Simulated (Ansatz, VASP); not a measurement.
# One calculation of Ag, two programs

INCAR

```
PREC = Accurate
ENCUT = 520
EDIFF = 1E-6
ISMEAR = -1
SIGMA = 0.05
LREAL = False
LASPH = True
NELM = 60
ALGO = Fast
ISIF = 2
LWAVE = False
LCHARG = False
GGA = PE
NBANDS = 18
```

Contents of KPOINTS:

```
Automatic mesh
0
Gamma
  10 10 6
```

The input POSCAR:

```
Ag
1.0
    2.9300000000      0.0000000000      0.0000000000
   -1.4650000000      2.5374544331      0.0000000000
    0.0000000000      0.0000000000      4.7900000000
Ag
2
Direct
    0.6848270000      0.3500780000      0.7468890000
    0.3379130000      0.6726650000      0.2505680000
```

Contents of input.yaml:

```yaml
crystal:
  lattice:
    - [2.93, 0.0, 0.0]
    - [-1.465, 2.5374544331, 0.0]
    - [0.0, 0.0, 4.79]
  atoms:
    - { symbol: Ag, position: [0.684827, 0.350078, 0.746889] }
    - { symbol: Ag, position: [0.337913, 0.672665, 0.250568] }
kpoints:
  mp_grid: { grid: [10, 10, 6] }
scf:
  occupations: { method: fermi_dirac, width: 0.05 }
hamiltonian:
  xc: pbe
  pseudopotentials: { kind: all_electron, lapw: { basis_error: 0.001 } }
output:
  forces: true
  stress: true
  eigenvalues: true
  populations: true
```

Change from the starting cell: atoms moved at random, drawn with an rms of 0.05 Å.

Alike in both runs: task single point; functional PBE; k mesh 10 × 10 × 6; occupations fermi-dirac, width 0.05 eV; no spin polarisation.

|  | VASP | Ansatz |
| --- | --- | --- |
| version | VASP 6.6.1 | Ansatz 0.2.0 |
| potentials or method | VASP PAW PBE potentials, release 64 (Ag), cutoff 520 eV | all-electron LAPW, scalar-relativistic |

```csv
,VASP,Ansatz,Ansatz less VASP
gap on the k mesh at the Fermi level (eV),none,none,-
pressure (GPa),0.6,0.6,+0.06
"traceless stress, the component that is largest in VASP (GPa)",-0.40,-0.40,+0.006
rms of the force components (eV/Å),0.055,0.056,+0.0004
```

Atom by atom the forces differ by 0.000 eV/Å (rms over components). A gap of «none» marks a metal or a gap that the smearing closes. Ansatz ran all-electron here, and VASP with PAW potentials.
